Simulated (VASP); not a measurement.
Wanted: the native input for a VASP 6.6.1 run.

```yaml
Task: relaxation of shape and atoms at fixed volume
Functional: PBE
Potentials_or_basis: VASP PAW PBE potentials, release 64 (Ti_sv)
Cutoff: 600 eV
k_mesh: 18 × 18 × 10
Occupations: gaussian, width 0.1 eV
Spin: no spin polarisation
Dipole_correction: no
Further_INCAR_settings: ALGO = Fast; EDIFF = 1e-06; IBRION = 2; EDIFFG = -0.01; NSW = 50; ISIF = 4
```

The structure of Ti lies in POSCAR:

```
Ti
1.0
    2.9962159955      0.0000000000      0.0000000000
   -1.4981079978      2.5947991673      0.0000000000
    0.0000000000      0.0000000000      4.7416351835
Ti
2
Direct
    0.3333333333      0.6666666667      0.2500000000
    0.6666666667      0.3333333333      0.7500000000
```

These files were run (other wordings do the same):

INCAR

```
SYSTEM = Ti
PREC = Accurate
ENCUT = 600
EDIFF = 1E-6
ISMEAR = 0
SIGMA = 0.1
LREAL = .FALSE.
LASPH = .TRUE.
NELM = 60
ALGO = Fast
ISIF = 4
LWAVE = .FALSE.
LCHARG = .FALSE.
GGA = PE
IBRION = 2
NSW = 50
EDIFFG = -0.01
```

KPOINTS

```
regular mesh
0
G
  18 18 10
  0 0 0
```

Potentials or basis: VASP PAW PBE potentials, release 64 (Ti_sv).

Command:

```sh
$ cat potpaw_PBE.64/Ti_sv/POTCAR > POTCAR
$ mpirun -np 1 vasp_std > vasp.out
```

It gave:

```json
{
 "Energy gained by relaxing": "0.0 meV/atom",
 "Ionic steps": "2",
 "Pressure after relaxing": "-6.1 GPa",
 "Band gap on the k mesh": "zero (bands 12 and 13 overlap by 1.06 eV)"
}
```

Run time: 4.3 min on 1 thread of AMD EPYC 7R13, on a shared host, peak memory 0.27 GiB.
